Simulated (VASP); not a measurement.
Runs of VASP 6.6.1 on Al2Pt. The structure is that of space group Fm-3m (No. 225), or close to it. The cells are those of the table. 

```tsv
task	spin	cell	cutoff (eV)	gap on the mesh (eV)	pressure (GPa)	moment (μB)
single point	non-collinear, zero start, SOC	a = 4.205 Å, angles 60.0°, 3 atoms	520	-	(a)	0.00
single point	collinear, zero start	a = 4.205 Å, angles 60.0°, 3 atoms	520	none	-0.2	0.00
relaxation of cell and atoms	off	relaxed from a = 4.205 Å, angles 60.0°, 3 atoms	600	none	0.0	-
single point	off	a = 4.328 Å, angles 60.0°, 3 atoms	520	none	-9.3	-
single point	off	a = 4.205 Å, angles 60.0°, 3 atoms	520	none	-0.2	-
```

Alike in all rows: level PBE; potentials or basis VASP PAW PBE potentials, release 64 (Al, Pt); k mesh 11 × 11 × 11; smearing fermi-dirac 0.05 eV.

**Question.** Estimate the missing entries.

**Answer.** (a) -0.5.

Caveats: spin-orbit coupling is left out, which moves the levels of the heavy elements (at least some runs); the cell stands under tension (at least some runs).

A k mesh can miss the band edges, and rows without SOC leave out spin-orbit coupling on Pt.

A gap of «none» marks levels without a gap at the run's occupations.
